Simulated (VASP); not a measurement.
# Mg3ZnTe4 (P-4m2) in VASP: notebook, part 2 of 2

VASP 6.6.1. Earlier steps stand in the parts before.

### Step 3. Single point, PBE

The input, INCAR:

```
SYSTEM = Mg3ZnTe4
  PREC = Accurate
  ENCUT = 520
  EDIFF = 1E-7
  ISMEAR = 0
  SIGMA = 0.02
  LREAL = .False.
  LASPH = .True.
  NELM = 80
  ALGO = Normal
  ISIF = 2
  LWAVE = .False.
  LCHARG = .True.
  GGA = PE
  LELF = .True.
  LVHAR = .True.
  NBANDS = 31
```

The input, KPOINTS:

```
Automatic mesh
0
Gamma
  6 6 2
  0 0 0
```

The input, POSCAR:

```
Mg3ZnTe4
1.0
    4.5331767000      0.0000000000      0.0000000000
    0.0000000000      4.5331767000      0.0000000000
    0.0000000000      0.0000000000     12.9236883000
Mg Zn Te
3 1 4
Direct
    0.0000000000      0.0000000000      0.7566260000
    0.5000000000      0.5000000000      0.5000000000
    0.0000000000      0.0000000000      0.2433740000
    0.5000000000      0.5000000000      0.0000000000
    0.5000000000      0.0000000000      0.6283440000
    0.0000000000      0.5000000000      0.3716560000
    0.5000000000      0.0000000000      0.1148640000
    0.0000000000      0.5000000000      0.8851360000
```

Potentials or basis: VASP PAW PBE potentials, release 64 (Mg, Zn, Te).

Started as:

```console
$ cat potpaw_PBE.64/Mg/POTCAR potpaw_PBE.64/Zn/POTCAR potpaw_PBE.64/Te/POTCAR > POTCAR
$ mpirun -np 1 vasp_std > vasp.out
```

OUTCAR:

```text
SYSTEM = Mg3ZnTe4
   PREC = Accurate
   ENCUT = 520
   EDIFF = 1E-7
   ISMEAR = 0
   LREAL = .False.
   LASPH = .True.
   NELM = 80
   ISIF = 2
   GGA = PE

 ion  position               nearest neighbor table
   1  0.000  0.000  0.757-   5 2.81   5 2.81   8 2.81   8 2.81
   2  0.500  0.500  0.500-   5 2.81   6 2.81   5 2.81   6 2.81
   3  0.000  0.000  0.243-   6 2.81   6 2.81   7 2.81   7 2.81
   4  0.500  0.500  0.000-   7 2.71   8 2.71   7 2.71   8 2.71
   5  0.500  0.000  0.628-   1 2.81   1 2.81   2 2.81   2 2.81
   6  0.000  0.500  0.372-   3 2.81   3 2.81   2 2.81   2 2.81
   7  0.500  0.000  0.115-   4 2.71   4 2.71   3 2.81   3 2.81
   8  0.000  0.500  0.885-   4 2.71   4 2.71   1 2.81   1 2.81

  LATTYP: Found a simple tetragonal cell.
 ALAT       =     4.5331767000
 C/A-ratio  =     2.8509120988

  Lattice vectors:

 A1 = (   4.5331767000,   0.0000000000,   0.0000000000)
 A2 = (   0.0000000000,   4.5331767000,   0.0000000000)
 A3 = (   0.0000000000,   0.0000000000,  12.9236883000)

Analysis of symmetry for initial positions (statically):
=====================================================================
 Subroutine PRICEL returns:
 Original cell was already a primitive cell.

 Routine SETGRP: Setting up the symmetry group for a
 simple tetragonal supercell.

 Subroutine GETGRP returns: Found  8 space group operations
 (whereof  8 operations were pure point group operations)
 out of a pool of 16 trial point group operations.

The static configuration has the point symmetry D_2d.

Analysis of symmetry for dynamics (positions and initial velocities):
=====================================================================
 Subroutine PRICEL returns:
 Original cell was already a primitive cell.

 Routine SETGRP: Setting up the symmetry group for a
 simple tetragonal supercell.

 Subroutine GETGRP returns: Found  8 space group operations
 (whereof  8 operations were pure point group operations)
 out of a pool of 16 trial point group operations.

The dynamic configuration has the point symmetry D_2d.

 Subroutine INISYM returns: Found  8 space group operations
 (whereof  8 operations are pure point group operations),
 and found     1 'primitive' translations

----------------------------------------------------------------------------------------

                                     Primitive cell

  volume of cell :     265.5778

  direct lattice vectors                    reciprocal lattice vectors
     4.533176700  0.000000000  0.000000000     0.220595857  0.000000000  0.000000000
     0.000000000  4.533176700  0.000000000     0.000000000  0.220595857  0.000000000
     0.000000000  0.000000000 12.923688300     0.000000000  0.000000000  0.077377292

  length of vectors
     4.533176700  4.533176700 12.923688300     0.220595857  0.220595857  0.077377292

  position of ions in fractional coordinates (direct lattice)
     0.000000000  0.000000000  0.756626000
     0.500000000  0.500000000  0.500000000
     0.000000000  0.000000000  0.243374000
     0.500000000  0.500000000  0.000000000
     0.500000000  0.000000000  0.628344000
     0.000000000  0.500000000  0.371656000
     0.500000000  0.000000000  0.114864000
     0.000000000  0.500000000  0.885136000
[... 43 lines left out ...]
  0.500000  0.000000  0.000000      2.000000
  0.166667  0.166667  0.000000      4.000000
  0.333333  0.166667  0.000000      8.000000
[... 12 lines left out ...]
  0.500000  0.333333  0.500000      4.000000
  0.500000  0.500000  0.500000      1.000000
   k-points           NKPTS =     20   k-points in BZ     NKDIM =     20   number of bands    NBANDS=     31
   number of dos      NEDOS =    301   number of ions     NIONS =      8
   total plane-waves  NPLWV = 124416
   dimension x,y,z NGX =    36 NGY =   36 NGZ =   96
   dimension x,y,z NGXF=    72 NGYF=   72 NGZF=  192
   ions per type =               3   1   4
   NGX,Y,Z   is equivalent  to a cutoff of  13.20, 13.20, 12.35 a.u.
   NGXF,Y,Z  is equivalent  to a cutoff of  26.40, 26.40, 24.70 a.u.
 SYSTEM =  Mg3ZnTe4
   PREC   = accura    normal or accurate (medium, high low for compatibility)
   ISTART =      0    job   : 0-new  1-cont  2-samecut
   ICHARG =      2    charge: 1-file 2-atom 10-const
   ISPIN  =      1    spin polarized calculation?
   LNONCOLLINEAR =      F non collinear calculations
   LSORBIT =      F    spin-orbit coupling
   LASPH  =      T    aspherical Exc in radial PAW
   ENCUT  =  520.0 eV  38.22 Ry    6.18 a.u.   8.43  8.43 24.03*2*pi/ulx,y,z
   NELM   =     80;   NELMIN=  2; NELMDL= -5     # of ELM steps
   EDIFF  = 0.1E-06   stopping-criterion for ELM
   LREAL  =      F    real-space projection
   EDIFFG = 0.1E-05   stopping-criterion for IOM
   NSW    =      0    number of steps for IOM
   IBRION =     -1    ionic relax: 0-MD 1-quasi-New 2-CG
   NFREE  =      0    steps in history (QN), initial steepest desc. (CG)
   ISIF   =      2    stress and relaxation
   ISYM   =      2    0-nonsym 1-usesym 2-fastsym
   POTIM  = 0.5000    time-step for ionic-motion
   TEBEG  =    0.0;   TEEND  =   0.0 temperature during run
   PSTRESS=    0.0 pullay stress
   NELECT =      42.0000    total number of electrons
   NUPDOWN=      -1.0000    fix difference up-down
   EMIN   =  10.00;   EMAX   =-10.00  energy-range for DOS
   EFERMI =   0.00;   METHOD = LEGACY
   ISMEAR =     0;   SIGMA  =   0.02  broadening in eV -4-tet -1-fermi 0-gaus
   EFERMI_NEDOS =   21; number of points for ismear=-14 and -15
   IALGO  =     38    algorithm
   IMIX   =      4    mixing-type and parameters
     AMIX     =   0.40;   BMIX     =  1.00
     AMIX_MAG =   1.60;   BMIX_MAG =  1.00
  volume/ion in A,a.u.               =      33.20       224.03
  Fermi-wavevector in a.u.,A,eV,Ry     =   0.885307  1.672988 10.663823  0.783769
  Thomas-Fermi vector in A             =   2.006323
   LORBIT       =      0    0 simple, 1 ext, 2 COOP (PROOUT), +10 PAW based schemes
   GGA     = PE    functional components
   LHFCALC =     F    Hartree Fock is set to
   AEXX    =    0.0000 exact exchange contribution
   IVDW    =     0    specifies the selected vdW correction
   LEPSILON=     F    determine dielectric tensor
   LRPA    =     F    only Hartree local field effects (RPA)
 non-spin polarized calculation
 Gauss-broadening in eV      SIGMA  =   0.02
  energy-cutoff  :      520.00
  volume of cell :      265.58
 maximum number of plane-waves:      7189
 NGX is ok and might be reduce to    36
   NGX = 17   NGY = 17   NGZ = 49

 number of electron      42.0000018 magnetization

 Free energy of the ion-electron system (eV)
  ---------------------------------------------------
  ext. energy  EPLUGINS =         0.00000000
  ---------------------------------------------------
  free energy    TOTEN  =       -24.31903383 eV

  energy without entropy =      -24.31903383  energy(sigma->0) =      -24.31903383

 E-fermi :   2.1020     XC(G=0):  -7.9962

 val. band max:        2.0115700007   @ k =   0.0000   0.0000   0.0000
 cond. band min:       3.8235246083   @ k =   0.0000   0.0000   0.0000
 fundamental gap:      1.8119546076
 Fermi energy:         2.1019748280

 k-point     1 :       0.0000    0.0000    0.0000
  band No.  band energies     occupation
      1      -8.5235      2.00000
      2      -8.0883      2.00000
      3      -8.0356      2.00000
      4      -7.6346      2.00000
      5      -4.2065      2.00000
      6      -4.2065      2.00000
[... 669 lines left out ...]
     30       9.5183      0.00000
     31       9.5189      0.00000

------------------------ aborting loop because EDIFF is reached ----------------------------------------

  FORCE on cell =-STRESS in cart. coord.  units (eV):
  Direction    XX          YY          ZZ          XY          YZ          ZX
  --------------------------------------------------------------------------------------
  -------------------------------------------------------------------------------------
  Total        0.0142813      0.0142813      0.0037631      0.0000000      0.0000000      0.0000000
  in kB        0.0861561      0.0861561      0.0227018      0.0000000      0.0000000      0.0000000
  external PRESSURE =       0.0650047 kB  Pullay stress =       0.0000000 kB

 VOLUME and BASIS-vectors are now :
 -----------------------------------------------------------------------------
  energy-cutoff  :      520.00
  volume of cell :      265.58
      direct lattice vectors                 reciprocal lattice vectors
     4.533176700  0.000000000  0.000000000     0.220595857  0.000000000  0.000000000
     0.000000000  4.533176700  0.000000000     0.000000000  0.220595857  0.000000000
     0.000000000  0.000000000 12.923688300     0.000000000  0.000000000  0.077377292

 POSITION                                       TOTAL-FORCE (eV/Angst)
 -----------------------------------------------------------------------------------
      0.00000      0.00000      9.77840        -0.000000      0.000000     -0.000766
      2.26659      2.26659      6.46184        -0.000000      0.000000      0.000000
      0.00000      0.00000      3.14529        -0.000000      0.000000      0.000766
      2.26659      2.26659      0.00000        -0.000000     -0.000000      0.000000
      2.26659      0.00000      8.12052        -0.000000      0.000000     -0.000029
      0.00000      2.26659      4.80317        -0.000000      0.000000      0.000029
      2.26659      0.00000      1.48447        -0.000000      0.000000      0.012369
      0.00000      2.26659     11.43922         0.000000      0.000000     -0.012369
 -----------------------------------------------------------------------------------
    total drift:                                0.000000      0.000000      0.000000

  FREE ENERGIE OF THE ION-ELECTRON SYSTEM (eV)
  ---------------------------------------------------
  free  energy   TOTEN  =       -24.3190338314 eV

  energy  without entropy=      -24.3190338314  energy(sigma->0) =      -24.31903383
```

Run time: 1.8 min. Hardware: 1 thread of Intel Xeon 6975P-C (Granite Rapids), shared host; peak memory 0.44 GiB.

Results:

| Quantity | Value |
| --- | --- |
| Free energy | -24.3190 eV |
| Pressure | 0.0 GPa |
| Largest force | 0.012 eV/Å |
| Band gap on the k mesh | 1.81 eV |

Forces in eV/Å, atoms in the order of the input:
```
Mg   0.000  0.000 -0.001
Mg   0.000  0.000  0.000
Mg   0.000  0.000  0.001
Zn   0.000  0.000  0.000
Te   0.000  0.000  0.000
Te   0.000  0.000  0.000
Te   0.000  0.000  0.012
Te   0.000  0.000 -0.012
```

Caveat: spin-orbit coupling is left out, which moves the levels of the heavy elements. A k mesh can miss the band edges.
